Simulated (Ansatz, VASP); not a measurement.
## Two plane-wave programs on Ca2TiAlC6N6

```
Ca Ti Al C N
1.0
     0.00000    5.26622    5.26622
     5.26622    0.00000    5.26622
     5.26622    5.26622    0.00000
Ca Ti Al C N
2 1 1 6 6
Direct
  0.25000 0.25000 0.25000
  0.75000 0.75000 0.75000
  0.50000 0.50000 0.50000
  0.00000 0.00000 0.00000
  0.80568 0.19432 0.19432
  0.19432 0.80568 0.19432
  0.19432 0.19432 0.80568
  0.19432 0.80568 0.80568
  0.80568 0.19432 0.80568
  0.80568 0.80568 0.19432
  0.69255 0.30745 0.30745
  0.30745 0.69255 0.30745
  0.30745 0.30745 0.69255
  0.30745 0.69255 0.69255
  0.69255 0.30745 0.69255
  0.69255 0.69255 0.30745
```

Alike in both runs: functional PBE; k mesh 4 × 4 × 4; occupations gaussian, width 0.1 eV; collinear spin.

Ansatz relaxed the structure, and its values are those at the end. VASP's run is a single point on that final structure, the one shown.

|  | VASP | Ansatz |
| --- | --- | --- |
| version | VASP 6.6.1 | Ansatz 0.2.0 |
| potentials or method | VASP PAW PBE potentials, release 64 (Ca_sv, Ti_sv, Al, C, N), cutoff 520 eV | scalar-relativistic, plane waves, PAW |
| valence electrons in the cell | 89 | 89 |

VASP gave:

| Property | Result |
| --- | --- |
| gap on the k mesh at the Fermi level (eV) | none |
| pressure (GPa) | 0.3 |
| rms of the force components (eV/Å) | 0.146 |
| net moment per atom (μB) | 0.00 |

What did Ansatz give for the same quantities?

gap on the k mesh at the Fermi level (eV): none; pressure (GPa): 0.0; rms of the force components (eV/Å): 0.004; net moment per atom (μB): 0.00.

A gap of «none» marks a metal or a gap that the smearing closes. One of these differences is far larger than is usual between the two programs; its cause wasn't traced. Ansatz's warnings: seeded moment not kept.

Noted on VASP's run: the standard files for N, O and F lose accuracy on very short bonds.
